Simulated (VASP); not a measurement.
Here is a VASP 6.6.1 calculation.

Contents of INCAR:

```
  PREC = Accurate
  ENCUT = 520
  EDIFF = 1E-7
  ISMEAR = 0
  SIGMA = 0.1
  LREAL = False
  LASPH = True
  NELM = 80
  ALGO = Normal
  ISIF = 2
  LWAVE = False
  LCHARG = False
  GGA = PE
  NBANDS = 20
```

Contents of KPOINTS:

```
regular mesh
0
Gamma
  4 4 4
```

POSCAR

```
K2Os
1.0
    0.0000000000      3.6661239700      3.6661239700
    3.6661239700      0.0000000000      3.6661239700
    3.6661239700      3.6661239700      0.0000000000
K Os
2 1
Direct
    0.2500000000      0.2500000000      0.2500000000
    0.7500000000      0.7500000000      0.7500000000
    0.0000000000      0.0000000000      0.0000000000
```

Potentials or basis: VASP PAW PBE potentials, release 64 (K_sv, Os).

Launch:

```console
$ cat potpaw_PBE.64/K_sv/POTCAR potpaw_PBE.64/Os/POTCAR > POTCAR
$ mpirun -np 1 vasp_std > vasp.out
```

Q: Predict the pressure.

A: 4.3 GPa.

Q: Estimate the band gap on the k mesh.

A: Zero (bands 13 and 14 overlap by 0.04 eV).

Caveat: the k points lie up to 0.37 Å⁻¹ apart; spin-orbit coupling is left out, which moves the levels of the heavy elements.
